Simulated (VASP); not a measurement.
# Al3B2As (P6/mmm) in VASP: further runs, part 2 of 2

VASP 6.6.1. The steps go on from the part before.

### Step 3. Relaxation of cell and atoms, PBE

This run uses another cell than the first one, of 25.38 Å³/atom, 0.963 times its volume.

The input, INCAR:

```
SYSTEM = Al3B2As
  ALGO = Normal
  EDIFF = 1E-7
  EDIFFG = -0.01
  ENCUT = 600
  GGA = PE
  IBRION = 2
  ISIF = 3
  ISMEAR = 0
  LASPH = .TRUE.
  LCHARG = .FALSE.
  LREAL = .FALSE.
  LWAVE = .FALSE.
  NELM = 60
  NSW = 100
  PREC = Accurate
  SIGMA = 0.1
```

The input, KPOINTS:

```
k-points
0
G
  12 12 6
  0 0 0
```

The input, POSCAR:

```
Al3B2As
1.0
    4.8025884663      0.0000000000      0.0000000000
   -2.4012942331      4.1591636157      0.0000000000
    0.0000000000      0.0000000000      7.6231573197
Al B As
3 2 1
Direct
    0.3333333333      0.6666666667      0.5000000000
    0.6666666667      0.3333333333      0.5000000000
    0.0000000000      0.0000000000      0.0000000000
    0.0000000000      0.0000000000      0.7444300685
    0.0000000000      0.0000000000      0.2555699315
    0.0000000000      0.0000000000      0.5000000000
```

Potentials or basis: VASP PAW PBE potentials, release 64 (Al, B, As).

The run is started by

```bash
> cat potpaw_PBE.64/Al/POTCAR potpaw_PBE.64/B/POTCAR potpaw_PBE.64/As/POTCAR > POTCAR
> mpirun -np 1 vasp_std > vasp.out
```

OUTCAR:

```text
SYSTEM = Al3B2As
   EDIFF = 1E-7
   EDIFFG = -0.01
   ENCUT = 600
   GGA = PE
   IBRION = 2
   ISIF = 3
   ISMEAR = 0
   LASPH = .TRUE.
   LREAL = .FALSE.
   NELM = 60
   NSW = 100
   PREC = Accurate

 ion  position               nearest neighbor table
   1  0.333  0.667  0.500-   2 2.77   6 2.77   2 2.77   6 2.77   6 2.77   2 2.77
   2  0.667  0.333  0.500-   1 2.77   6 2.77   1 2.77   6 2.77   6 2.77   1 2.77
   3  0.000  0.000  0.000-   4 1.95   5 1.95
   4  0.000  0.000  0.744-   6 1.86   3 1.95
   5  0.000  0.000  0.256-   6 1.86   3 1.95
   6  0.000  0.000  0.500-   4 1.86   5 1.86   1 2.77   2 2.77   1 2.77   2 2.77   2 2.77   1 2.77

  LATTYP: Found a hexagonal cell.
 ALAT       =     4.8025884663
 C/A-ratio  =     1.5873018005

  Lattice vectors:

 A1 = (   4.8025884663,   0.0000000000,   0.0000000000)
 A2 = (  -2.4012942331,   4.1591636157,   0.0000000000)
 A3 = (   0.0000000000,   0.0000000000,   7.6231573197)

Analysis of symmetry for initial positions (statically):
=====================================================================
 Subroutine PRICEL returns:
 Original cell was already a primitive cell.

 Routine SETGRP: Setting up the symmetry group for a
 hexagonal supercell.

 Subroutine GETGRP returns: Found 24 space group operations
 (whereof 24 operations were pure point group operations)
 out of a pool of 24 trial point group operations.

The static configuration has the point symmetry D_6h.

Analysis of symmetry for dynamics (positions and initial velocities):
=====================================================================
 Subroutine PRICEL returns:
 Original cell was already a primitive cell.

 Routine SETGRP: Setting up the symmetry group for a
 hexagonal supercell.

 Subroutine GETGRP returns: Found 24 space group operations
 (whereof 24 operations were pure point group operations)
 out of a pool of 24 trial point group operations.

The dynamic configuration has the point symmetry D_6h.

 Subroutine INISYM returns: Found 24 space group operations
 (whereof 24 operations are pure point group operations),
 and found     1 'primitive' translations

----------------------------------------------------------------------------------------

                                     Primitive cell

  volume of cell :     152.2707

  direct lattice vectors                    reciprocal lattice vectors
     4.802588466  0.000000000  0.000000000     0.208221047  0.120216478  0.000000000
    -2.401294233  4.159163616  0.000000000     0.000000000  0.240432955  0.000000000
     0.000000000  0.000000000  7.623157320     0.000000000  0.000000000  0.131179242

  length of vectors
     4.802588466  4.802588466  7.623157320     0.240432955  0.240432955  0.131179242

  position of ions in fractional coordinates (direct lattice)
     0.333333333  0.666666667  0.500000000
     0.666666667  0.333333333  0.500000000
     0.000000000  0.000000000  0.000000000
     0.000000000  0.000000000  0.744430069
     0.000000000  0.000000000  0.255569931
     0.000000000  0.000000000  0.500000000

  ion indices of the primitive-cell ions
   primitive index   ion index
                 1           1
                 2           2
                 3           3
                 4           4
[... 67 lines left out ...]
   ICHARG =      2    charge: 1-file 2-atom 10-const
   ISPIN  =      1    spin polarized calculation?
   LNONCOLLINEAR =      F non collinear calculations
   LSORBIT =      F    spin-orbit coupling
   LASPH  =      T    aspherical Exc in radial PAW
   ENCUT  =  600.0 eV  44.10 Ry    6.64 a.u.   9.59  9.59 15.23*2*pi/ulx,y,z
   NELM   =     60;   NELMIN=  2; NELMDL= -5     # of ELM steps
   EDIFF  = 0.1E-06   stopping-criterion for ELM
   LREAL  =      F    real-space projection
   EDIFFG = -.1E-01   stopping-criterion for IOM
   NSW    =    100    number of steps for IOM
   IBRION =      2    ionic relax: 0-MD 1-quasi-New 2-CG
   NFREE  =      1    steps in history (QN), initial steepest desc. (CG)
   ISIF   =      3    stress and relaxation
   ISYM   =      2    0-nonsym 1-usesym 2-fastsym
   POTIM  = 0.5000    time-step for ionic-motion
   TEBEG  =    0.0;   TEEND  =   0.0 temperature during run
   PSTRESS=    0.0 pullay stress
   NELECT =      20.0000    total number of electrons
   NUPDOWN=      -1.0000    fix difference up-down
   EMIN   =  10.00;   EMAX   =-10.00  energy-range for DOS
   EFERMI =   0.00;   METHOD = LEGACY
   ISMEAR =     0;   SIGMA  =   0.10  broadening in eV -4-tet -1-fermi 0-gaus
   EFERMI_NEDOS =   21; number of points for ismear=-14 and -15
   IALGO  =     38    algorithm
   IMIX   =      4    mixing-type and parameters
     AMIX     =   0.40;   BMIX     =  1.00
     AMIX_MAG =   1.60;   BMIX_MAG =  1.00
  volume/ion in A,a.u.               =      25.38       171.26
  Fermi-wavevector in a.u.,A,eV,Ry     =   0.832171  1.572576  9.422158  0.692509
  Thomas-Fermi vector in A             =   1.945182
   LORBIT       =      0    0 simple, 1 ext, 2 COOP (PROOUT), +10 PAW based schemes
   GGA     = PE    functional components
   LHFCALC =     F    Hartree Fock is set to
   AEXX    =    0.0000 exact exchange contribution
   IVDW    =     0    specifies the selected vdW correction
   LEPSILON=     F    determine dielectric tensor
   LRPA    =     F    only Hartree local field effects (RPA)
 conjugate gradient relaxation of ions
 non-spin polarized calculation
 Gauss-broadening in eV      SIGMA  =   0.10
  energy-cutoff  :      600.00
  volume of cell :      152.27
 maximum number of plane-waves:      5131
 NGX is ok and might be reduce to    40
   NGX = 19   NGY = 19   NGZ = 31

--------------------------------------- Ionic step        1  -------------------------------------------

 number of electron      20.0000000 magnetization

 Free energy of the ion-electron system (eV)
  ---------------------------------------------------
  ext. energy  EPLUGINS =         0.00000000
  ---------------------------------------------------
  free energy    TOTEN  =       -20.79697590 eV

  energy without entropy =      -20.77974525  energy(sigma->0) =      -20.78836058

------------------------ aborting loop because EDIFF is reached ----------------------------------------

  FORCE on cell =-STRESS in cart. coord.  units (eV):
  Direction    XX          YY          ZZ          XY          YZ          ZX
  --------------------------------------------------------------------------------------
  -------------------------------------------------------------------------------------
  Total        0.8507360      0.8507360     -0.3187483      0.0000000      0.0000000      0.0000000
  in kB        8.9513623      8.9513623     -3.3538394      0.0000000      0.0000000      0.0000000
  external PRESSURE =       4.8496284 kB  Pullay stress =       0.0000000 kB
[... 267 lines left out ...]
--------------------------------------- Ionic step        8  -------------------------------------------

 number of electron      20.0000000 magnetization

 Free energy of the ion-electron system (eV)
  ---------------------------------------------------
  ext. energy  EPLUGINS =         0.00000000
  ---------------------------------------------------
  free energy    TOTEN  =       -20.81431238 eV

  energy without entropy =      -20.79925740  energy(sigma->0) =      -20.80678489

 E-fermi :   1.9995     XC(G=0):  -7.6294

 val. band max:        1.9876216731   @ k =   0.3333   0.0833   0.5000
 cond. band min:       2.0051648731   @ k =   0.3333   0.1667   0.0000
 fundamental gap:      0.0175432000
 Fermi energy:         1.9995363895

 k-point     1 :       0.0000    0.0000    0.0000
  band No.  band energies     occupation
      1     -11.5340      2.00000
      2      -6.2197      2.00000
      3      -4.7601      2.00000
      4      -2.7901      2.00000
      5      -2.0967      2.00000
      6      -2.0967      2.00000
      7      -1.3841      2.00000
      8       1.3237      2.00000
      9       1.3237      2.00000
     10       2.3490      0.00000
     11       2.3490      0.00000
     12       2.4906      0.00000
     13       2.7218      0.00000
     14       3.1225      0.00000
[... 377 lines left out ...]
      1     -11.3138      2.00000
      2      -6.1709      2.00000
      3      -4.8510      2.00000
      4      -4.3645      2.00000
      5      -2.6911      2.00000
      6      -1.5968      2.00000
      7      -1.2837      2.00000
      8       0.4846      2.00000
      9       1.6004      2.00000
     10       1.8197      1.98902
     11       2.3624      0.00000
     12       2.9271      0.00000
     13       3.7870      0.00000
     14       3.7971      0.00000

 [... further k-points ...]

------------------------ aborting loop because EDIFF is reached ----------------------------------------

  FORCE on cell =-STRESS in cart. coord.  units (eV):
  Direction    XX          YY          ZZ          XY          YZ          ZX
  --------------------------------------------------------------------------------------
  -------------------------------------------------------------------------------------
  Total       -0.0165708     -0.0165708     -0.0477184     -0.0000000      0.0000000      0.0000000
  in kB       -0.1675808     -0.1675808     -0.4825771     -0.0000000      0.0000000      0.0000000
  external PRESSURE =      -0.2725795 kB  Pullay stress =       0.0000000 kB
[... 21 lines left out ...]
  FREE ENERGIE OF THE ION-ELECTRON SYSTEM (eV)
  ---------------------------------------------------
  free  energy   TOTEN  =       -20.8143123797 eV

  energy  without entropy=      -20.7992574045  energy(sigma->0) =      -20.80678489

 reached required accuracy - stopping structural energy minimisation
```

It took 25 min on 1 thread of AMD EPYC 7R43 (Zen 3), shared host; peak memory 0.44 GiB.

What came out:

- Free energy: -20.8143 eV
- Relaxed volume: 26.40 Å³/atom
- Relaxed cell: a = 4.906 Å, b = 4.906 Å, c = 7.601 Å, α = 90.00°, β = 90.00°, γ = 120.00°
- Space group after relaxing (to 0.05 Å): P6/mmm (No. 191)
- Energy gained by relaxing: 2.9 meV/atom
- Ionic steps: 8
- Pressure after relaxing: 0.0 GPa
- Largest force after relaxing: 0.006 eV/Å
- Band gap on the k mesh: zero (band 10 reaches 2.80 eV, above the bottom of band 11 at 1.63 eV)

Forces on the atoms (eV/Å):
```
Al   0.000  0.000  0.000
Al   0.000  0.000  0.000
Al   0.000  0.000  0.000
B    0.000  0.000  0.006
B    0.000  0.000 -0.006
As   0.000  0.000  0.000
```

The path:
```csv
step,energy change (eV),largest force (eV/Å),pressure (GPa),volume (Å³)
1,0.0000,0.0102,0.48,152.27
2,-0.0096,0.0407,0.45,153.97
3,-0.0143,0.1304,0.47,156.84
4,-0.0168,0.0247,-0.19,159.44
5,-0.0171,0.0523,-0.02,158.74
6,-0.0173,0.0049,0.01,158.50
7,-0.0173,0.0167,0.01,158.45
8,-0.0173,0.0059,-0.03,158.43
```

Final structure:
```
CELL_PARAMETERS angstrom
4.90588 0.00000 0.00000
-2.45294 4.24862 0.00000
0.00000 0.00000 7.60090
ATOMIC_POSITIONS crystal
Al 0.33333 0.66667 0.50000
Al 0.66667 0.33333 0.50000
Al 0.00000 0.00000 0.00000
B 0.00000 0.00000 0.74401
B 0.00000 0.00000 0.25599
As 0.00000 0.00000 0.50000
```

Levels at points of the mesh, in eV from the Fermi level:
```tsv
k point	band 6	band 7	band 8	band 9	band 10	band 11	band 12	band 13	band 14
(0.00, 0.00, 0.00)	-4.10	-3.38	-0.68	-0.68	0.35	0.35	0.49	0.72	1.12
(0.50, 0.00, 0.00)	-3.51	-3.30	-1.59	-0.71	0.01	0.60	1.23	1.60	2.20
(0.00, 0.00, 0.50)	-4.07	-4.07	-0.67	-0.67	-0.29	-0.29	0.50	0.58	2.53
(0.50, 0.00, 0.50)	-4.65	-3.50	-2.16	-0.64	0.80	1.69	1.84	1.98	2.19
```
